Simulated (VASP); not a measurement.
# CdS (P3m1) in VASP: single point with PBEsol+D4

Aim: the single point of CdS with PBEsol+D4.

Everything below comes from runs of VASP 6.6.1. Logs are shortened: lines on timing, memory, paths and dates and some standing lists are left out, and cuts for length are marked.

## Step 1: The cell of the first run

Symmetry: P3m1, No. 156, trigonal system. Conventional cell: a = 4.072 Å, b = 4.072 Å, c = 3.810 Å, α = 90.00°, β = 90.00°, γ = 120.00°. Cd (site symmetry 3m) has 3 S at 2.44 Å within 3.2 Å. Within 3.2 Å of S (site symmetry 3m) lie 3 Cd at 2.44 Å.

## Step 2: Single point, PBEsol+D4

INCAR reads:

```
SYSTEM = CdS
ALGO = Normal ; EDIFF = 1E-6
ENCUT = 630 ; GGA = PS
GGA_COMPAT = .FALSE. ; ISIF = 2
ISMEAR = -1 ; IVDW = 13
LASPH = .TRUE. ; LCHARG = .TRUE.
LELF = .TRUE. ; LREAL = .FALSE.
LVHAR = .TRUE. ; LWAVE = .FALSE.
NBANDS = 20 ; NELM = 120
PREC = Accurate ; SIGMA = 0.05
```

KPOINTS reads:

```
k-points
0
G
  7 7 5
  0 0 0
```

POSCAR reads:

```
CdS
1.0
    4.0718553326      0.0000000000      0.0000000000
   -2.0359276663      3.5263301585      0.0000000000
    0.0000000000      0.0000000000      3.8100117264
Cd S
1 1
Direct
    0.0000000000      0.0000000000      0.5221211009
    0.6666666667      0.3333333333      0.3548788991
```

Potentials or basis: VASP PAW PBE potentials, release 64 (Cd_sv_GW, S).

Launch:

```console
cat potpaw_PBE.64/Cd_sv_GW/POTCAR potpaw_PBE.64/S/POTCAR > POTCAR
mpirun -np 1 vasp_std > vasp.out
```

OUTCAR:

```text
SYSTEM = CdS
   EDIFF = 1E-6
   ENCUT = 630
   GGA = PS
   ISIF = 2
   ISMEAR = -1
   IVDW = 13
   LASPH = .TRUE.
   LREAL = .FALSE.
   NELM = 120
   PREC = Accurate

 ion  position               nearest neighbor table
   1  0.000  0.000  0.522-   2 2.44   2 2.44   2 2.44
   2  0.667  0.333  0.355-   1 2.44   1 2.44   1 2.44

  LATTYP: Found a hexagonal cell.
 ALAT       =     4.0718553326
 C/A-ratio  =     0.9356942758

  Lattice vectors:

 A1 = (   4.0718553326,   0.0000000000,   0.0000000000)
 A2 = (  -2.0359276663,   3.5263301585,   0.0000000000)
 A3 = (   0.0000000000,   0.0000000000,   3.8100117264)

Analysis of symmetry for initial positions (statically):
=====================================================================
 Subroutine PRICEL returns:
 Original cell was already a primitive cell.

 Routine SETGRP: Setting up the symmetry group for a
 hexagonal supercell.

 Subroutine GETGRP returns: Found  6 space group operations
 (whereof  6 operations were pure point group operations)
 out of a pool of 24 trial point group operations.

The static configuration has the point symmetry C_3v.

Analysis of symmetry for dynamics (positions and initial velocities):
=====================================================================
 Subroutine PRICEL returns:
 Original cell was already a primitive cell.

 Routine SETGRP: Setting up the symmetry group for a
 hexagonal supercell.

 Subroutine GETGRP returns: Found  6 space group operations
 (whereof  6 operations were pure point group operations)
 out of a pool of 24 trial point group operations.

The dynamic configuration has the point symmetry C_3v.

 Subroutine INISYM returns: Found  6 space group operations
 (whereof  6 operations are pure point group operations),
 and found     1 'primitive' translations

----------------------------------------------------------------------------------------

                                     Primitive cell

  volume of cell :      54.7068

  direct lattice vectors                    reciprocal lattice vectors
     4.071855333  0.000000000  0.000000000     0.245588293  0.141790467  0.000000000
    -2.035927666  3.526330158  0.000000000     0.000000000  0.283580934  0.000000000
     0.000000000  0.000000000  3.810011726     0.000000000  0.000000000  0.262466384

  length of vectors
     4.071855333  4.071855333  3.810011726     0.283580934  0.283580934  0.262466384

  position of ions in fractional coordinates (direct lattice)
[... 77 lines left out ...]
   ENCUT  =  630.0 eV  46.30 Ry    6.80 a.u.   8.33  8.33  7.80*2*pi/ulx,y,z
   NELM   =    120;   NELMIN=  2; NELMDL= -5     # of ELM steps
   EDIFF  = 0.1E-05   stopping-criterion for ELM
   LREAL  =      F    real-space projection
   EDIFFG = 0.1E-04   stopping-criterion for IOM
   NSW    =      0    number of steps for IOM
   IBRION =     -1    ionic relax: 0-MD 1-quasi-New 2-CG
   NFREE  =      0    steps in history (QN), initial steepest desc. (CG)
   ISIF   =      2    stress and relaxation
   ISYM   =      2    0-nonsym 1-usesym 2-fastsym
   POTIM  = 0.5000    time-step for ionic-motion
   TEBEG  =    0.0;   TEEND  =   0.0 temperature during run
   PSTRESS=    0.0 pullay stress
   NELECT =      26.0000    total number of electrons
   NUPDOWN=      -1.0000    fix difference up-down
   EMIN   =  10.00;   EMAX   =-10.00  energy-range for DOS
   EFERMI =   0.00;   METHOD = LEGACY
   ISMEAR =    -1;   SIGMA  =   0.05  broadening in eV -4-tet -1-fermi 0-gaus
   EFERMI_NEDOS =   21; number of points for ismear=-14 and -15
   IALGO  =     38    algorithm
   IMIX   =      4    mixing-type and parameters
     AMIX     =   0.40;   BMIX     =  1.00
     AMIX_MAG =   1.60;   BMIX_MAG =  1.00
  volume/ion in A,a.u.               =      27.35       184.59
  Fermi-wavevector in a.u.,A,eV,Ry     =   1.277572  2.414261 22.207298  1.632190
  Thomas-Fermi vector in A             =   2.410164
   LORBIT       =      0    0 simple, 1 ext, 2 COOP (PROOUT), +10 PAW based schemes
   GGA     = PS    functional components
   LHFCALC =     F    Hartree Fock is set to
   AEXX    =    0.0000 exact exchange contribution
   IVDW    =    13    specifies the selected vdW correction
   LEPSILON=     F    determine dielectric tensor
   LRPA    =     F    only Hartree local field effects (RPA)
 non-spin polarized calculation
  energy-cutoff  :      630.00
  volume of cell :       54.71
 maximum number of plane-waves:      1989
 NGX is ok and might be reduce to    36
   NGX = 17   NGY = 17   NGZ = 15

 number of electron      26.0000014 magnetization

 Free energy of the ion-electron system (eV)
  ---------------------------------------------------
  ext. energy  EPLUGINS =         0.00000000
  ---------------------------------------------------
  free energy    TOTEN  =        -6.24272468 eV

  energy without entropy =       -6.24272066  energy(sigma->0) =       -6.24272267

 E-fermi :   2.5940     XC(G=0):  -8.9953

 val. band max:        2.0878011090   @ k =   0.2857   0.2857   0.0000
 cond. band min:       2.9760562048   @ k =   0.0000   0.0000   0.0000
 fundamental gap:      0.8882550957
 Fermi energy:         2.5939708942

 k-point     1 :       0.0000    0.0000    0.0000
  band No.  band energies     occupation
      1     -99.4558      2.00000
      2     -60.6174      2.00000
      3     -60.5104      2.00000
      4     -60.5104      2.00000
      5     -10.2210      2.00000
      6      -5.9796      2.00000
[... 541 lines left out ...]
     19      12.4474      0.00000
     20      14.4289      0.00000

 [... further k-points ...]

------------------------ aborting loop because EDIFF is reached ----------------------------------------

  DFT-D4 for vdW energy calculation

  Edisp (eV):   -0.33533

  FORCE on cell =-STRESS in cart. coord.  units (eV):
  Direction    XX          YY          ZZ          XY          YZ          ZX
  --------------------------------------------------------------------------------------
  -------------------------------------------------------------------------------------
  Total      -0.02756    -0.02756    -0.03196     0.00000     0.00000     0.00000
  in kB      -0.80712    -0.80712    -0.93607     0.00000     0.00000     0.00000
  external pressure =       -0.85 kB  Pullay stress =        0.00 kB

 VOLUME and BASIS-vectors are now :
 -----------------------------------------------------------------------------
  energy-cutoff  :      630.00
  volume of cell :       54.71
      direct lattice vectors                 reciprocal lattice vectors
     4.071855333  0.000000000  0.000000000     0.245588293  0.141790467  0.000000000
    -2.035927666  3.526330158  0.000000000     0.000000000  0.283580934  0.000000000
     0.000000000  0.000000000  3.810011726     0.000000000  0.000000000  0.262466384

 POSITION                                       TOTAL-FORCE (eV/Angst)
 -----------------------------------------------------------------------------------
      0.00000      0.00000      1.98929        -0.000000     -0.000000      0.006002
      2.03593      1.17544      1.35209         0.000000      0.000000     -0.006002
 -----------------------------------------------------------------------------------
    total drift:                               -0.000000      0.000000      0.004598

  FREE ENERGIE OF THE ION-ELECTRON SYSTEM (eV)
  ---------------------------------------------------
  free  energy   TOTEN  =        -6.5780582978 eV

  energy  without entropy=       -6.5780542846  energy(sigma->0) =       -6.57805629
```

stdout:

```text
POSCAR found type information on POSCAR CdS
 POSCAR found :  2 types and       2 ions
 scaLAPACK will be used
 -----------------------------------------------------------------------------
|                                                                             |
|                                                                             |
|     You enforced a specific xc type in the INCAR file but a different       |
|     I HOPE YOU KNOW WHAT YOU ARE DOING!                                     |
|                                                                             |
 -----------------------------------------------------------------------------

 LDA part: xc-table for (Slater+PW92), standard interpolation
 POSCAR, INCAR and KPOINTS ok, starting setup
 FFT: planning ... GRIDC
 FFT: planning ... GRID_SOFT
 FFT: planning ... GRID
 WAVECAR not read
 entering main loop
```

Run time: 18 s. Hardware: 1 thread of Intel Xeon 6975P-C (Granite Rapids), shared host; peak memory 0.22 GiB.

What came out:

| Quantity | Value |
| --- | --- |
| Free energy | -6.5781 eV |
| Pressure | -0.1 GPa |
| Largest force | 0.006 eV/Å |
| Band gap on the k mesh | 0.89 eV (least direct gap 1.19 eV) |
| Dispersion energy per atom | -0.168 eV |

Forces in eV/Å, atoms in the order of the input:
```
Cd   0.000  0.000  0.006
S    0.000  0.000 -0.006
```

Levels at points of the mesh, in eV from the valence-band top:
```csv
k point,band 9,band 10,band 11,band 12,band 13,band 14,band 15,band 16,band 17,band 18
"(0.00, 0.00, 0.00)",-7.49,-7.49,-0.73,-0.31,-0.31,0.89,5.82,6.45,6.45,10.27
```

Caveat: the PAW data sets were made with another functional, which shifts forces and pressure a little. A k mesh can miss the band edges.
